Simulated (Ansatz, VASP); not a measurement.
**Sn2TeS: VASP beside Ansatz**

```xyz
8
Lattice="4.2863 0.0000 0.0000 -2.1432 3.7121 0.0000 0.0000 0.0000 14.6916" Properties=species:S:1:pos:R:3 pbc="T T T"
Sn    0.0000    2.4747    9.3259
Sn    2.1432    1.2374    1.9801
Sn    2.1432    1.2374    5.3657
Sn    0.0000    2.4747   12.7115
Te    0.0000    0.0000    0.0000
Te    0.0000    0.0000    7.3458
S     0.0000    2.4747    3.6729
S     2.1432    1.2374   11.0187
```

Change from the starting cell: relaxed end of: species swapped into the RbYTe2 type (P6_3/mmc, No. 194).

Alike in both runs: task single point; functional PBE; k mesh 6 × 6 × 2; occupations gaussian, width 0.1 eV; no spin polarisation.

```csv
,VASP,Ansatz
version,VASP 6.6.1,Ansatz 0.2.0
potentials or method,"VASP PAW PBE potentials, release 64 (Sn_d, Te, S), cutoff 520 eV","scalar-relativistic, plane waves, PAW"
valence electrons in the cell,80,100
```

```csv
,VASP,Ansatz,Ansatz less VASP
gap on the k mesh at the Fermi level (eV),none,none,-
pressure (GPa),0.0,0.0,+0.03
rms of the force components (eV/Å),0.005,0.006,+0.0009
```

Atom by atom the forces differ by 0.001 eV/Å (rms over components). A gap of «none» marks a metal or a gap that the smearing closes. VASP's potentials hold 80 valence electrons a cell and Ansatz's 100, so a difference there can come from the potentials and not from the codes.

Neither program's run includes spin-orbit coupling.
